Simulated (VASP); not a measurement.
Wanted: the native input for a VASP 6.6.1 run.

```
Task                   : single point
Functional             : PBEsol
Potentials or basis    : VASP PAW PBE potentials, release 64 (Rh_pv, Pt)
Cutoff                 : 520 eV
k mesh                 : 6 × 6 × 6
Occupations            : fermi-dirac, width 0.01 eV
Spin                   : no spin polarisation
Dipole correction      : no
Further INCAR settings : ALGO = Normal; EDIFF = 1e-06; NBANDS = 30
```

The structure of Pt3Rh lies in POSCAR:

```
Pt3Rh
1.0
    3.7749370147      0.0000000000      0.0000000000
    0.0000000000      3.7749370147      0.0000000000
    0.0000000000      0.0000000000      3.7749370147
Rh Pt
1 3
Direct
    0.5000000000      0.5000000000      0.5000000000
    0.5000000000      0.0000000000      0.0000000000
    0.0000000000      0.5000000000      0.0000000000
    0.0000000000      0.0000000000      0.5000000000
```

The input as run:

INCAR

```
PREC = Accurate
ENCUT = 520
EDIFF = 1E-6
ISMEAR = -1
SIGMA = 0.01
LREAL = False
LASPH = True
NELM = 80
ALGO = Normal
ISIF = 2
LWAVE = False
LCHARG = False
GGA = PS
NBANDS = 30
```

KPOINTS

```
Automatic mesh
0
Gamma
  6 6 6
```

Potentials or basis: VASP PAW PBE potentials, release 64 (Rh_pv, Pt).

Command:

```bash
$ cat potpaw_PBE.64/Rh_pv/POTCAR potpaw_PBE.64/Pt/POTCAR > POTCAR
$ mpirun -np 1 vasp_std > vasp.out
```

Results of the run:

```
Pressure : 30.8 GPa
```

Caveat: the PAW data sets were made with another functional, which shifts forces and pressure a little.

Wall time 44 s on 1 thread of Intel Xeon 8259CL, on a shared host, peak memory 0.17 GiB.
